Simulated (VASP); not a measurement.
# Si16C (a cell with a defect) in VASP: notebook, part 2 of 2

VASP 6.6.1. Earlier steps stand in the parts before.

### 3 Single point, PBEsol, collinear spin, ferromagnetic start

Input file INCAR:

```
SYSTEM = Si16C
PREC = Accurate
ENCUT = 520
EDIFF = 1E-6
ISMEAR = -1
SIGMA = 0.02
LREAL = Auto
LASPH = .TRUE.
NELM = 150
ALGO = Normal
ISIF = 2
LWAVE = .FALSE.
LCHARG = .FALSE.
ISPIN = 2
MAGMOM = 0 0 0 0 0 0 0 0 0 0 0 0 0 0 0 0 1
LORBIT = 11
GGA = PS
NBANDS = 52
```

Input file KPOINTS:

```
Automatic mesh
0
G
  2 2 2
  0 0 0
```

Input file POSCAR:

```
Si16C
1.0
    0.0000000000      5.4300000000      5.4300000000
    5.4300000000      0.0000000000      5.4300000000
    5.4300000000      5.4300000000      0.0000000000
Si C
16 1
Direct
    0.0338305709      0.0120994475      0.1334622468
    0.2185082873      0.3095948435      0.1303499079
    0.2191988950      0.0447421731      0.4833057090
    0.1281583794      0.4207366483      0.7971823204
   -0.1133885820      0.7420994475     -0.1015285451
    0.1053499079      0.7105801105      0.0392541436
    0.0099539595      0.3461602210      0.5782044199
    0.0160497238      0.7161418048      0.5386095764
    0.4990791897     -0.0523020258     -0.0239594843
    0.5840331492      0.1251381215      0.1131307551
    0.5260957643     -0.0649171271      0.6066298343
    0.6851749540      0.1686003683      0.5982688766
    0.5333517495      0.5210865562     -0.1999079190
    0.4095027624      0.6170349908      0.1197237569
    0.3956445672      0.3501012891      0.4712799263
    0.7758563536      0.5101104972      0.4083977901
    0.9841068140      0.9101473297      0.6259116022
```

Potentials or basis: VASP PAW PBE potentials, release 64 (Si, C).

The run is started by

```sh
$ cat potpaw_PBE.64/Si/POTCAR potpaw_PBE.64/C/POTCAR > POTCAR
$ mpirun -np 1 vasp_std > vasp.out
```

OUTCAR:

```text
SYSTEM = Si16C
   PREC = Accurate
   ENCUT = 520
   EDIFF = 1E-6
   ISMEAR = -1
   LREAL = Auto
   LASPH = .TRUE.
   NELM = 150
   ISIF = 2
   ISPIN = 2
   LORBIT = 11
   GGA = PS

 ion  position               nearest neighbor table
   1  0.034  0.012  0.133-   6 2.49   8 2.77  14 2.97   9 3.00   4 3.06
   2  0.219  0.310  0.130-  10 2.40   3 2.44   6 2.55   4 2.60   9 2.92  13 2.93  16 3.05   7 3.08

   3  0.219  0.045  0.483-  17 2.07   7 2.30   2 2.44  11 2.57  10 2.88
   4  0.128  0.421  0.797-   8 2.25  15 2.42   5 2.46   2 2.60   7 2.64   1 3.06
   5  0.887  0.742  0.898-  17 1.82   6 2.28   4 2.46   9 2.48   8 2.50  12 3.06
   6  0.105  0.711  0.039-   5 2.28  14 2.38   1 2.49   2 2.55  13 2.85  16 3.03
   7  0.010  0.346  0.578-  16 2.23   3 2.30   4 2.64  15 2.66   8 2.72  13 3.04   2 3.08
   8  0.016  0.716  0.539-  17 1.79   4 2.25   5 2.50   7 2.72   1 2.77  15 2.90  11 3.14
   9  0.499  0.948  0.976-   5 2.48  14 2.51  10 2.53  12 2.59  11 2.79   2 2.92   1 3.00
  10  0.584  0.125  0.113-   2 2.40   9 2.53  13 2.76   3 2.88
  11  0.526  0.935  0.607-   3 2.57  12 2.59  15 2.60  13 2.74   9 2.79   8 3.14
  12  0.685  0.169  0.598-  17 2.18  15 2.36  16 2.54   9 2.59  11 2.59   5 3.06
  13  0.533  0.521  0.800-  14 2.50  16 2.65  11 2.74  10 2.76   6 2.85   2 2.93   7 3.04
  14  0.410  0.617  0.120-   6 2.38  15 2.43  13 2.50   9 2.51   1 2.97
  15  0.396  0.350  0.471-  12 2.36   4 2.42  14 2.43  11 2.60   7 2.66   8 2.90
  16  0.776  0.510  0.408-   7 2.23  12 2.54  13 2.65   6 3.03   2 3.05
  17  0.984  0.910  0.626-   8 1.79   5 1.82   3 2.07  12 2.18

  LATTYP: Found a face centered cubic cell.
 ALAT       =    10.8600000000

  Lattice vectors:

 A1 = (   0.0000000000,   5.4300000000,   5.4300000000)
 A2 = (   5.4300000000,   0.0000000000,   5.4300000000)
 A3 = (   5.4300000000,   5.4300000000,   0.0000000000)

Analysis of symmetry for initial positions (statically):
=====================================================================
 Subroutine PRICEL returns:
 Original cell was already a primitive cell.

 Routine SETGRP: Setting up the symmetry group for a
 face centered cubic supercell.
[... 597 lines left out ...]

 k-point     1 :       0.0000    0.0000    0.0000
  band No.  band energies     occupation
      1      -7.6230      1.00000
      2      -5.4949      1.00000
      3      -4.0242      1.00000
      4      -3.9182      1.00000
      5      -3.6400      1.00000
      6      -2.9937      1.00000
[... 381 lines left out ...]
     45       9.1016      0.00000
     46       9.4324      0.00000
 [bands above 46 left out]

------------------------ aborting loop because EDIFF is reached ----------------------------------------

  FORCE on cell =-STRESS in cart. coord.  units (eV):
  Direction    XX          YY          ZZ          XY          YZ          ZX
  --------------------------------------------------------------------------------------
  -------------------------------------------------------------------------------------
  Total       -8.8474124     -3.1172924    -14.8870985      1.9917825     -2.1673367      3.1980486
  in kB      -44.2687610    -15.5976309    -74.4888313      9.9660490    -10.8444487     16.0017012
  external PRESSURE =     -44.7850744 kB  Pullay stress =       0.0000000 kB

 VOLUME and BASIS-vectors are now :
 -----------------------------------------------------------------------------
  energy-cutoff  :      520.00
  volume of cell :      320.21
      direct lattice vectors                 reciprocal lattice vectors
     0.000000000  5.430000000  5.430000000    -0.092081031  0.092081031  0.092081031
     5.430000000  0.000000000  5.430000000     0.092081031 -0.092081031  0.092081031
     5.430000000  5.430000000  0.000000000     0.092081031  0.092081031 -0.092081031

 POSITION                                       TOTAL-FORCE (eV/Angst)
 -----------------------------------------------------------------------------------
      0.79040      0.90840      0.24940        -0.426015      0.475159     -0.224548
      2.38890      1.89430      2.86760        -0.088222     -0.480500      0.154789
      2.86730      3.81460      1.43320        -0.087350      0.481757     -1.278216
      6.61330      5.02460      2.98050        -0.681202      1.598738     -1.176071
      8.90830      9.69300      8.84390         0.616447     -0.026408     -1.025518
      4.07160      0.78520      4.43050        -0.004457      1.056437     -0.192840
[... 9 lines left out ...]
      4.98750      6.43050      6.98280         0.261692     -1.267701     -0.396590
      8.34080      8.74240     10.28580         1.633578     -1.614606      3.028828
 -----------------------------------------------------------------------------------
    total drift:                                0.004438     -0.004088     -0.003214

  FREE ENERGIE OF THE ION-ELECTRON SYSTEM (eV)
  ---------------------------------------------------
  free  energy   TOTEN  =       -89.8690626360 eV

  energy  without entropy=      -89.8525028765  energy(sigma->0) =      -89.86078276

 total charge

# of ion       s       p       d       tot
------------------------------------------
    1        0.903   0.586   0.000   1.488
    2        0.826   0.747   0.000   1.573
    3        0.798   0.773   0.000   1.571
    4        0.801   0.810   0.000   1.611
    5        0.799   0.872   0.000   1.671
    6        0.794   0.827   0.000   1.621
[... 9 lines left out ...]
   16        0.866   0.731   0.000   1.597
   17        0.881   1.540   0.000   2.421
--------------------------------------------------
tot         14.085  13.637   0.000  27.721

 magnetization (x)

# of ion       s       p       d       tot
------------------------------------------
    1        0.000   0.000   0.000   0.000
    2        0.000   0.000   0.000   0.000
    3        0.000   0.000   0.000   0.000
    4        0.000   0.000   0.000   0.000
    5        0.000   0.000   0.000   0.000
    6        0.000   0.000   0.000   0.000
[... 9 lines left out ...]
   16        0.000   0.000   0.000   0.000
   17       -0.000   0.000   0.000   0.000
--------------------------------------------------
tot          0.000   0.000   0.000   0.000
```

OSZICAR:

```text
N       E                     dE             d eps       ncg     rms          rms(c)
DAV:   1     0.153452014632E+03    0.15345E+03   -0.25815E+04  1664   0.108E+03
DAV:   2    -0.768567260080E+02   -0.23031E+03   -0.21615E+03  2000   0.164E+02
DAV:   3    -0.931921981500E+02   -0.16335E+02   -0.15846E+02  2176   0.383E+01
DAV:   4    -0.936313200413E+02   -0.43912E+00   -0.43734E+00  2104   0.743E+00
DAV:   5    -0.936425406619E+02   -0.11221E-01   -0.11213E-01  2088   0.121E+00    0.145E+01
DAV:   6    -0.897126280861E+02    0.39299E+01   -0.10615E+01  2608   0.146E+01    0.765E+00
DAV:   7    -0.899713903195E+02   -0.25876E+00   -0.61300E+00  1840   0.717E+00    0.421E+00
DAV:   8    -0.898923943791E+02    0.78996E-01   -0.77937E-01  2296   0.308E+00    0.171E+00
DAV:   9    -0.898675850920E+02    0.24809E-01   -0.14659E-01  2032   0.155E+00    0.633E-01
DAV:  10    -0.898694649459E+02   -0.18799E-02   -0.46452E-02  1992   0.604E-01    0.364E-01
DAV:  11    -0.898690106317E+02    0.45431E-03   -0.21206E-03  2048   0.193E-01    0.183E-01
DAV:  12    -0.898690816814E+02   -0.71050E-04   -0.13644E-03  1976   0.112E-01    0.733E-02
DAV:  13    -0.898690551107E+02    0.26571E-04   -0.22839E-04  2288   0.595E-02    0.276E-02
DAV:  14    -0.898690632504E+02   -0.81397E-05   -0.71092E-05  1840   0.275E-02    0.144E-02
DAV:  15    -0.898690621706E+02    0.10798E-05   -0.88975E-06  2184   0.110E-02    0.619E-03
DAV:  16    -0.898690626360E+02   -0.46536E-06   -0.38522E-06  1528   0.686E-03
   1 F= -.89869063E+02 E0= -.89860783E+02  d E =-.165598E-01  mag=     0.0003
```

Wall time 14 min (1 thread of Oxide Virtual Turin-like, shared host); peak memory 0.67 GiB.

What came out:

* Free energy: -89.8691 eV
* Pressure: -4.5 GPa
* Largest force: 3.801 eV/Å
* Band gap on the k mesh: zero (filled and empty bands overlap)
* Net moment: 0.00 μB per cell
* Valence electrons inside the program's atomic spheres: Si 1.49, 1.57, 1.61, 1.67, 1.62, 1.64, 1.54, 1.53, 1.55, 1.52, 1.58, 1.60; C 2.42

Forces on the atoms (eV/Å):
```
Si  -0.426  0.475 -0.225
Si  -0.088 -0.480  0.155
Si  -0.087  0.482 -1.278
Si  -0.681  1.599 -1.176
Si   0.616 -0.026 -1.026
Si  -0.004  1.056 -0.193
Si   1.256  1.708  0.625
Si  -1.659 -2.503  0.489
Si  -0.137 -0.211 -0.132
Si   0.307 -0.108  0.026
Si  -0.333 -0.277 -0.460
Si  -0.656  1.700  0.700
Si   0.004  0.145  0.035
Si   0.228  0.195  0.325
Si  -0.233 -0.872 -0.497
Si   0.262 -1.268 -0.397
C    1.634 -1.615  3.029
```

Levels at points of the mesh, in eV from the Fermi level:
Spin up:
```csv
k point,band 32,band 33,band 34,band 35,band 36,band 37
"(0.00, 0.00, 0.00)",-0.49,-0.34,-0.06,0.11,0.19,0.68
"(0.50, 0.00, 0.00)",-0.68,-0.34,-0.23,-0.09,0.58,0.72
"(0.00, 0.50, 0.00)",-0.82,-0.57,0.04,0.10,0.40,0.86
"(0.00, 0.00, 0.50)",-0.73,-0.66,-0.17,-0.01,0.32,0.62
"(0.50, 0.50, 0.50)",-0.60,-0.25,-0.15,0.28,0.63,0.90
"(0.50, 0.50, 0.00)",-0.54,-0.32,0.00,0.26,0.27,0.60
"(0.00, 0.50, 0.50)",-0.75,-0.32,-0.06,0.04,0.31,0.55
"(0.50, 0.00, 0.50)",-0.76,-0.37,-0.02,0.13,0.56,0.76
```
Spin down:
```csv
k point,band 32,band 33,band 34,band 35,band 36,band 37
"(0.00, 0.00, 0.00)",-0.49,-0.34,-0.06,0.11,0.19,0.68
"(0.50, 0.00, 0.00)",-0.68,-0.34,-0.23,-0.09,0.58,0.72
"(0.00, 0.50, 0.00)",-0.82,-0.57,0.04,0.10,0.40,0.86
"(0.00, 0.00, 0.50)",-0.73,-0.66,-0.17,-0.01,0.32,0.62
"(0.50, 0.50, 0.50)",-0.60,-0.25,-0.15,0.28,0.63,0.90
"(0.50, 0.50, 0.00)",-0.54,-0.32,0.00,0.26,0.27,0.60
"(0.00, 0.50, 0.50)",-0.75,-0.32,-0.06,0.04,0.31,0.55
"(0.50, 0.00, 0.50)",-0.76,-0.37,-0.02,0.13,0.56,0.76
```

Caveat: the k points lie up to 0.50 Å⁻¹ apart; the PAW data sets were made with another functional, which shifts forces and pressure a little.
